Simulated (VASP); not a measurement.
# I (C2/m) in VASP: a series of runs, part 2 of 2

VASP 6.6.1.

## Step 4: Relaxation of cell and atoms, PBEsol

This run uses another cell than the first one, of 39.78 Å³/atom, 0.887 times its volume.

INCAR

```
SYSTEM = I
PREC = Accurate ; ENCUT = 600
EDIFF = 1E-7 ; ISMEAR = 0
SIGMA = 0.1 ; LREAL = .FALSE.
LASPH = .TRUE. ; NELM = 100
ALGO = Normal ; ISIF = 3
LWAVE = .FALSE. ; LCHARG = .FALSE.
GGA = PS ; IBRION = 2
NSW = 100 ; EDIFFG = -0.005
```

KPOINTS

```
Automatic mesh
0
G
  12 12 18
  0 0 0
```

POSCAR

```
I
1.0
    2.3648888675     -3.6833429493     -0.1625419801
    2.3648888675      3.6833429493     -0.1625419801
   -1.6625851028      0.0000000000      2.3978269827
I
1
Direct
    0.5000000000      0.5000000000      0.5000000000
```

Potentials or basis: VASP PAW PBE potentials, release 64 (I).

The run is started by

```bash
$ cat potpaw_PBE.64/I/POTCAR > POTCAR
$ mpirun -np 1 vasp_std > vasp.out
```

OUTCAR:

```text
SYSTEM = I
   PREC = Accurate
   ENCUT = 600
   EDIFF = 1E-7
   ISMEAR = 0
   LREAL = .FALSE.
   LASPH = .TRUE.
   NELM = 100
   ISIF = 3
   GGA = PS
   IBRION = 2
   NSW = 100
   EDIFFG = -0.005

 ion  position               nearest neighbor table
   1  0.500  0.500  0.500-

  Warning from LATTYP: Got some problem with cell dimensions!
  Tried to take original basis but could not verify dimensions!
  LATTYP: Found a base centered monoclinic cell.
 ALAT       =     4.6860344091
 B/A-ratio  =     1.5720511749
 C/A-ratio  =     0.6226662360
 COS(beta)  =    -0.6132031408

  Lattice vectors:

 A1 = (  -0.7023037647,   3.6833429493,  -2.2352850026)
 A2 = (  -0.7023037647,  -3.6833429493,  -2.2352850026)
 A3 = (  -1.6625851028,   0.0000000000,   2.3978269827)

Analysis of symmetry for initial positions (statically):
=====================================================================
 Subroutine PRICEL returns:
 Original cell was already a primitive cell.

 Routine SETGRP: Setting up the symmetry group for a
 base centered monoclinic supercell.

 Subroutine GETGRP returns: Found  4 space group operations
 (whereof  4 operations were pure point group operations)
 out of a pool of  4 trial point group operations.

The static configuration has the point symmetry C_2h.

Analysis of symmetry for dynamics (positions and initial velocities):
=====================================================================
 Subroutine PRICEL returns:
 Original cell was already a primitive cell.

 Routine SETGRP: Setting up the symmetry group for a
 base centered monoclinic supercell.

 Subroutine GETGRP returns: Found  4 space group operations
 (whereof  4 operations were pure point group operations)
 out of a pool of  4 trial point group operations.

The dynamic configuration has the point symmetry C_2h.

[... 120 lines left out ...]
   LORBIT       =      0    0 simple, 1 ext, 2 COOP (PROOUT), +10 PAW based schemes
   GGA     = PS    functional components
   LHFCALC =     F    Hartree Fock is set to
   AEXX    =    0.0000 exact exchange contribution
   IVDW    =     0    specifies the selected vdW correction
   LEPSILON=     F    determine dielectric tensor
   LRPA    =     F    only Hartree local field effects (RPA)
 conjugate gradient relaxation of ions
 non-spin polarized calculation
 Gauss-broadening in eV      SIGMA  =   0.10
  energy-cutoff  :      600.00
  volume of cell :       39.78
 maximum number of plane-waves:      1352
   NGX = 17   NGY = 17   NGZ = 11

--------------------------------------- Ionic step        1  -------------------------------------------

 number of electron       7.0000000 magnetization

 Free energy of the ion-electron system (eV)
  ---------------------------------------------------
  ext. energy  EPLUGINS =         0.00000000
  ---------------------------------------------------
  free energy    TOTEN  =        -1.69250653 eV

  energy without entropy =       -1.69049354  energy(sigma->0) =       -1.69150004

------------------------ aborting loop because EDIFF is reached ----------------------------------------

  FORCE on cell =-STRESS in cart. coord.  units (eV):
  Direction    XX          YY          ZZ          XY          YZ          ZX
  --------------------------------------------------------------------------------------
  -------------------------------------------------------------------------------------
  Total       -0.0022962      0.0053318     -0.0135908      0.0000000      0.0000000      0.0151514
  in kB       -0.0924772      0.2147288     -0.5473465      0.0000000      0.0000000      0.6101936
  external PRESSURE =      -0.1416983 kB  Pullay stress =       0.0000000 kB
[... 197 lines left out ...]
--------------------------------------- Ionic step        7  -------------------------------------------

 number of electron       7.0000000 magnetization

 Free energy of the ion-electron system (eV)
  ---------------------------------------------------
  ext. energy  EPLUGINS =         0.00000000
  ---------------------------------------------------
  free energy    TOTEN  =        -1.69252056 eV

  energy without entropy =       -1.69055423  energy(sigma->0) =       -1.69153739

 E-fermi :   3.2052     XC(G=0):  -8.5193

 val. band max:        3.2034330693   @ k =  -0.0833  -0.2500   0.2778
 cond. band min:       3.2166118598   @ k =  -0.0833  -0.1667   0.3889
 fundamental gap:      0.0131787905
 Fermi energy:         3.2052350624

 k-point     1 :       0.0000    0.0000    0.0000
  band No.  band energies     occupation
      1     -10.6180      2.00000
      2       1.7312      2.00000
      3       2.4063      2.00000
      4       6.6942      0.00000
      5       7.6883      0.00000
      6      10.5350      0.00000
      7      12.6490      0.00000
[... 221 lines left out ...]
 k-point    24 :      -0.4167    0.1667   -0.0000
  band No.  band energies     occupation
      1     -10.2012      2.00000
      2      -0.1169      2.00000
      3       0.8027      2.00000
      4       6.6998      0.00000
      5       9.6234      0.00000
      6      12.1354      0.00000
      7      13.2675      0.00000

 [... further k-points ...]
[... 5 lines left out ...]
  --------------------------------------------------------------------------------------
  -------------------------------------------------------------------------------------
  Total        0.0037823      0.0033411      0.0026383      0.0000000      0.0000000      0.0019650
  in kB        0.1522634      0.1345028      0.1062113      0.0000000      0.0000000      0.0791053
  external PRESSURE =       0.1309925 kB  Pullay stress =       0.0000000 kB
[... 16 lines left out ...]
  FREE ENERGIE OF THE ION-ELECTRON SYSTEM (eV)
  ---------------------------------------------------
  free  energy   TOTEN  =        -1.6925205582 eV

  energy  without entropy=       -1.6905542272  energy(sigma->0) =       -1.69153739

 reached required accuracy - stopping structural energy minimisation
```

Wall time 7.2 min (1 thread of Intel Xeon Platinum 8124M at 3.00GHz (Skylake/Cascade Lake), shared host); peak memory 0.39 GiB.

Results:

```
Free energy                            : -1.6925 eV
Relaxed volume                         : 39.80 Å³/atom
Relaxed cell                           : a = 4.382 Å, b = 4.382 Å, c = 2.916 Å, α = 109.74°, β = 109.74°, γ = 114.48°
Space group after relaxing (to 0.05 Å) : C2/m (No. 12)
Energy gained by relaxing              : 0.0 meV/atom
Ionic steps                            : 7
Pressure after relaxing                : 0.0 GPa
```

Final structure:
```
I
1.0
     2.36535   -3.68471   -0.16109
     2.36535    3.68471   -0.16109
    -1.66154    0.00000    2.39633
I
1
Direct
  0.50000 0.50000 0.50000
```

Caveat: the PAW data sets were made with another functional, which shifts forces and pressure a little; spin-orbit coupling is left out, which moves the levels of the heavy elements; an odd number of electrons without spin polarisation forces a metal; a magnetic or distorted state may lie lower.

## Step 5: Single point, PBEsol

This run uses another cell than the first one, of the same volume but with other edges.

INCAR

```
SYSTEM = I
PREC     = Accurate       ! precision mode
ENCUT    = 520            ! plane-wave cutoff, eV
EDIFF    = 1E-7           ! SCF threshold, eV
ISMEAR   = 0              ! smearing method
SIGMA    = 0.1            ! smearing width, eV
LREAL    = .FALSE.        ! projectors in reciprocal space
LASPH    = .TRUE.         ! aspherical terms in the spheres
NELM     = 100            ! most SCF steps
ALGO     = Normal         ! electronic algorithm
ISIF     = 2              ! what is computed and relaxed
LWAVE    = .FALSE.        ! write WAVECAR
LCHARG   = .TRUE.         ! write CHGCAR
GGA      = PS             ! functional
LELF     = .TRUE.         ! ELF
LVHAR    = .TRUE.       
NBANDS   = 10             ! bands
```

KPOINTS

```
Automatic mesh
0
G
  6 6 8
  0 0 0
```

POSCAR

```
I
1.0
    2.5383465792     -3.7066249365      0.0000000000
    2.5383465792      3.7066249365      0.0000000000
   -1.6208748370      0.0000000000      2.3810977968
I
1
Direct
    0.5000000000      0.5000000000      0.5000000000
```

Potentials or basis: VASP PAW PBE potentials, release 64 (I).

The run is started by

```bash
$ cat potpaw_PBE.64/I/POTCAR > POTCAR
$ mpirun -np 1 vasp_std > vasp.out
```

OUTCAR:

```text
SYSTEM = I
   PREC = Accurate
   ENCUT = 520
   EDIFF = 1E-7
   ISMEAR = 0
   LREAL = .FALSE.
   LASPH = .TRUE.
   NELM = 100
   ISIF = 2
   GGA = PS

 ion  position               nearest neighbor table
   1  0.500  0.500  0.500-

  LATTYP: Found a base centered monoclinic cell.
 ALAT       =     5.0766931584
 B/A-ratio  =     1.4602517114
 C/A-ratio  =     0.5673826054
 COS(beta)  =    -0.5627202553

  Lattice vectors:

 A1 = (   2.5383465792,  -3.7066249365,   0.0000000000)
 A2 = (   2.5383465792,   3.7066249365,   0.0000000000)
 A3 = (  -1.6208748370,   0.0000000000,   2.3810977968)

Analysis of symmetry for initial positions (statically):
=====================================================================
 Subroutine PRICEL returns:
 Original cell was already a primitive cell.

 Routine SETGRP: Setting up the symmetry group for a
 base centered monoclinic supercell.

 Subroutine GETGRP returns: Found  4 space group operations
 (whereof  4 operations were pure point group operations)
 out of a pool of  4 trial point group operations.

The static configuration has the point symmetry C_2h.

Analysis of symmetry for dynamics (positions and initial velocities):
=====================================================================
 Subroutine PRICEL returns:
 Original cell was already a primitive cell.

 Routine SETGRP: Setting up the symmetry group for a
 base centered monoclinic supercell.

 Subroutine GETGRP returns: Found  4 space group operations
 (whereof  4 operations were pure point group operations)
 out of a pool of  4 trial point group operations.

The dynamic configuration has the point symmetry C_2h.

 Subroutine INISYM returns: Found  4 space group operations
 (whereof  4 operations are pure point group operations),
 and found     1 'primitive' translations

[... 113 lines left out ...]
  volume/ion in A,a.u.               =      44.81       302.37
  Fermi-wavevector in a.u.,A,eV,Ry     =   0.881716  1.666201 10.577477  0.777423
  Thomas-Fermi vector in A             =   2.002249
   LORBIT       =      0    0 simple, 1 ext, 2 COOP (PROOUT), +10 PAW based schemes
   GGA     = PS    functional components
   LHFCALC =     F    Hartree Fock is set to
   AEXX    =    0.0000 exact exchange contribution
   IVDW    =     0    specifies the selected vdW correction
   LEPSILON=     F    determine dielectric tensor
   LRPA    =     F    only Hartree local field effects (RPA)
 non-spin polarized calculation
 Gauss-broadening in eV      SIGMA  =   0.10
  energy-cutoff  :      520.00
  volume of cell :       44.81
 maximum number of plane-waves:      1223
 NGX is ok and might be reduce to    36

 number of electron       7.0000000 magnetization

 Free energy of the ion-electron system (eV)
  ---------------------------------------------------
  ext. energy  EPLUGINS =         0.00000000
  ---------------------------------------------------
  free energy    TOTEN  =        -1.69581690 eV

  energy without entropy =       -1.68910852  energy(sigma->0) =       -1.69246271

 E-fermi :   1.8798     XC(G=0):  -7.9426

 val. band max:        1.8763919230   @ k =   0.5000   0.5000   0.5000
 cond. band min:       1.8906298465   @ k =   0.5000   0.1667   0.3750
 fundamental gap:      0.0142379235
 Fermi energy:         1.8798259793

 k-point     1 :       0.0000    0.0000    0.0000
  band No.  band energies     occupation
      1     -11.4895      2.00000
      2       0.5239      2.00000
      3       0.5303      2.00000
      4       6.1223      0.00000
      5       6.2319      0.00000
      6       9.8004      0.00000
      7      10.1218      0.00000
      8      12.5704      0.00000
      9      12.8238      0.00000
     10      17.8231      0.00000
[... 287 lines left out ...]
 k-point    24 :      -0.1667    0.1667    0.1250
  band No.  band energies     occupation
      1     -11.1450      2.00000
      2      -0.0401      2.00000
      3       0.5239      2.00000
      4       3.9657      0.00000
      5       7.7136      0.00000
      6       9.1839      0.00000
      7      11.2611      0.00000
      8      14.5531      0.00000
      9      15.1471      0.00000
     10      15.2739      0.00000

 [... further k-points ...]

------------------------ aborting loop because EDIFF is reached ----------------------------------------

  FORCE on cell =-STRESS in cart. coord.  units (eV):
  Direction    XX          YY          ZZ          XY          YZ          ZX
  --------------------------------------------------------------------------------------
  -------------------------------------------------------------------------------------
  Total       -0.1372975     -0.0788399      0.2633907      0.0000000      0.0000000     -0.4668751
  in kB       -4.9094900     -2.8191605      9.4183372      0.0000000      0.0000000    -16.6945409
  external PRESSURE =       0.5632289 kB  Pullay stress =       0.0000000 kB

 VOLUME and BASIS-vectors are now :
 -----------------------------------------------------------------------------
  energy-cutoff  :      520.00
  volume of cell :       44.81
      direct lattice vectors                 reciprocal lattice vectors
     2.538346579 -3.706624936  0.000000000     0.196978618 -0.134893605  0.134088438
     2.538346579  3.706624936  0.000000000     0.196978618  0.134893605  0.134088438
    -1.620874837  0.000000000  2.381097797     0.000000000  0.000000000  0.419974350

 POSITION                                       TOTAL-FORCE (eV/Angst)
 -----------------------------------------------------------------------------------
      1.72791      0.00000      1.19055        -0.000000     -0.000000      0.000000
 -----------------------------------------------------------------------------------
    total drift:                                0.000000      0.000000      0.000000

  FREE ENERGIE OF THE ION-ELECTRON SYSTEM (eV)
  ---------------------------------------------------
  free  energy   TOTEN  =        -1.6958168965 eV

  energy  without entropy=       -1.6891085243  energy(sigma->0) =       -1.69246271
```

stdout:

```text
POSCAR found type information on POSCAR I
 POSCAR found :  1 types and       1 ions
 scaLAPACK will be used
 -----------------------------------------------------------------------------
|                                                                             |
|                                                                             |
|     You enforced a specific xc type in the INCAR file but a different       |
|     I HOPE YOU KNOW WHAT YOU ARE DOING!                                     |
|                                                                             |
 -----------------------------------------------------------------------------

 LDA part: xc-table for (Slater+PW92), standard interpolation
 POSCAR, INCAR and KPOINTS ok, starting setup
 FFT: planning ... GRIDC
 FFT: planning ... GRID_SOFT
 FFT: planning ... GRID
 WAVECAR not read
 entering main loop
```

It took 25 s on 1 thread of Intel Xeon Platinum 8124M at 3.00GHz (Skylake/Cascade Lake), shared host; peak memory 0.2 GiB.

Results:

| Property | Result |
| --- | --- |
| Free energy | -1.6958 eV |
| Pressure | 0.1 GPa |

Stress tensor (GPa, compression positive):
```
-0.49  0.00 -1.67
 0.00 -0.28  0.00
-1.67  0.00  0.94
```

Caveat: the PAW data sets were made with another functional, which shifts forces and pressure a little; spin-orbit coupling is left out, which moves the levels of the heavy elements; an odd number of electrons without spin polarisation forces a metal; a magnetic or distorted state may lie lower.

## Step 6: Overview

```tsv
task	cell	k mesh	cutoff (eV)	gap on the mesh (eV)	pressure (GPa)
single point	a = 4.539, b = 4.539, c = 2.821 Å, angles 108.5, 108.5, 111.2°, 1 atom	12 × 12 × 18	520	none	1.6
single point	a = 4.380, b = 4.380, c = 2.918 Å, angles 109.8, 109.8, 114.5°, 1 atom	12 × 12 × 18	520	none	0.0
relaxation of cell and atoms	relaxed from a = 4.380, b = 4.380, c = 2.918 Å, angles 109.8, 109.8, 114.5°, 1 atom	12 × 12 × 18	600	none	0.0
single point	a = 4.492, b = 4.492, c = 2.880 Å, angles 108.5, 108.5, 111.2°, 1 atom	6 × 6 × 8	520	none	0.1
```

Alike in all rows: level PBEsol; potentials or basis VASP PAW PBE potentials, release 64 (I); no spin polarisation; smearing gaussian 0.1 eV.

Caveats: the PAW data sets were made with another functional, which shifts forces and pressure a little; spin-orbit coupling is left out, which moves the levels of the heavy elements; an odd number of electrons without spin polarisation forces a metal; a magnetic or distorted state may lie lower.

Absolute energies hang on the potentials; compare differences alone.
